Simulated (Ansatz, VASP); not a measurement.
Two plane-wave programs on Be16H

```
CELL_PARAMETERS angstrom
-2.29000 -3.96640 0.00000
3.43500 -1.98320 0.00000
0.00000 0.00000 7.17686
ATOMIC_POSITIONS crystal
Be 0.74441 0.49396 0.99720
Be 0.50103 0.33082 0.25093
Be 0.75039 0.49725 0.49984
Be 0.50068 0.33179 0.74769
Be 0.50094 0.00026 0.99986
Be 0.25798 0.83791 0.25367
Be 0.50079 0.00056 0.50307
Be 0.25114 0.83436 0.75084
Be 0.25781 0.49331 0.99720
Be 0.00063 0.32398 0.25340
Be 0.25112 0.49737 0.49975
Be 0.00069 0.33679 0.74820
Be 0.00074 0.00690 0.99732
Be 0.74435 0.83723 0.25373
Be 0.00079 0.99462 0.50234
Be 0.75029 0.83449 0.75076
H 0.00145 0.66466 0.12484
```

Alike in both runs: functional PBEsol; k mesh 5 × 5 × 3; occupations gaussian, width 0.15 eV; no spin polarisation.

Ansatz relaxed the structure, and its values are those at the end. VASP's run is a single point on that final structure, the one shown.

|  | VASP | Ansatz |
| --- | --- | --- |
| version | VASP 6.6.1 | Ansatz 0.2.0 |
| potentials or method | VASP PAW PBE potentials, release 64 (Be, H), cutoff 520 eV | scalar-relativistic, plane waves, PAW |
| valence electrons in the cell | 33 | 33 |

```csv
,VASP,Ansatz,Ansatz less VASP
rms of the force components (eV/Å),0.006,0.006,-0.0002
```

VASP's potentials were made for PBE, not for PBEsol.
